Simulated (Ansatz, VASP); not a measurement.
# Se: VASP beside Ansatz

```
Se
1.0
     5.85143    3.37832    1.47633
    -5.85143    3.37832    1.47633
     0.00000   -6.75665    1.47633
Se
6
Cartesian
  0.6913 -4.7066 2.0098
  3.7304 2.9520 2.0098
  -4.4218 1.7546 2.0098
  -0.6913 4.7066 2.4192
  -3.7304 -2.9520 2.4192
  4.4218 -1.7546 2.4192
```

Change from the starting cell: equal xx and yy strain of +3 %, crystal datasets.

Alike in both runs: task electric field gradients; functional PBEsol; k mesh 6 × 6 × 6; occupations fermi-dirac, width 0.01 eV; no spin polarisation.

```csv
,VASP,Ansatz
version,VASP 6.6.1,Ansatz 0.2.0
potentials or method,"VASP PAW PBE potentials, release 64 (Se), cutoff 520 eV","all-electron PAW with datasets made for the crystal, scalar-relativistic"
```

```tsv
	VASP	Ansatz	Ansatz less VASP
gap on the k mesh at the Fermi level (eV)	0.86	0.87	+0.011
pressure (GPa)	-3.1	-3.2	-0.14
traceless stress, the component that is largest in VASP (GPa)	1.75	1.80	+0.051
rms of the force components (eV/Å)	0.215	0.238	+0.0228
size of Vzz on the site where it differs most (V/Å²)	561.7	585.9	+24.18
```

VASP's potentials were made for PBE, not for PBEsol. Atom by atom the forces differ by 0.023 eV/Å (rms over components). Ansatz ran all-electron here, and VASP with PAW potentials.
